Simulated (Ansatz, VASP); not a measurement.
## One calculation of AgSb3, two programs

Contents of INCAR:

```
SYSTEM = AgSb3
PREC = Accurate
ENCUT = 600
EDIFF = 1E-7
ISMEAR = 0
SIGMA = 0.1
LREAL = .False.
LASPH = .True.
NELM = 80
ALGO = Normal
ISIF = 3
LWAVE = .False.
LCHARG = .False.
GGA = PE
IBRION = 2
NSW = 100
EDIFFG = -0.01
```

KPOINTS

```
regular mesh
0
Gamma
  10 10 10
  0 0 0
```

The input POSCAR:

```
AgSb3
1.0
    4.6540948451      0.0000000000      0.0000000000
    0.0000000000      4.6540948451      0.0000000000
    0.0000000000      0.0000000000      4.6540948451
Ag Sb
1 3
Direct
    0.0000000000      0.0000000000      0.0000000000
    0.0000000000      0.5000000000      0.5000000000
    0.5000000000      0.0000000000      0.5000000000
    0.5000000000      0.5000000000      0.0000000000
```

Input for Ansatz:

```yaml
crystal:
  lattice:
    - [4.6540948451, 0.0, 0.0]
    - [0.0, 4.6540948451, 0.0]
    - [0.0, 0.0, 4.6540948451]
  atoms:
    - { symbol: Ag, position: [0.0, 0.0, 0.0] }
    - { symbol: Sb, position: [0.0, 0.5, 0.5] }
    - { symbol: Sb, position: [0.5, 0.0, 0.5] }
    - { symbol: Sb, position: [0.5, 0.5, 0.0] }
basis:
  ecutwfc: 420
kpoints:
  mp_grid: { grid: [10, 10, 10] }
hamiltonian:
  xc: pbe
scf:
  occupations: { method: gaussian, width: 0.1 }
output:
  forces: true
  stress: true
  eigenvalues: true
relax:
  adjacent_minimum: "off"
  f_tol: 0.01
  max_steps: 80
  cell: { stress_tol: 0.05 }
```

Alike in both runs: task relaxation of cell and atoms; functional PBE; k mesh 10 × 10 × 10; occupations gaussian, width 0.1 eV; no spin polarisation.

|  | VASP | Ansatz |
| --- | --- | --- |
| version | VASP 6.6.1 | Ansatz 0.2.0 |
| potentials or method | VASP PAW PBE potentials, release 64 (Ag, Sb), cutoff 600 eV | scalar-relativistic, plane waves, PAW |
| valence electrons in the cell | 26 | 64 |

```csv
,VASP,Ansatz,Ansatz less VASP
"gap on the k mesh at the Fermi level, each at its own relaxed structure (eV)",none,none,-
relaxed volume (Å³/atom),25.65,25.72,+0.061
relaxed cell length with the largest relative difference (Å),4.682,4.685,+0.0037
```

A gap of «none» marks a metal or a gap that the smearing closes. VASP's potentials hold 26 valence electrons a cell and Ansatz's 64, so a difference there can come from the potentials and not from the codes.

Spin-orbit coupling is off throughout.
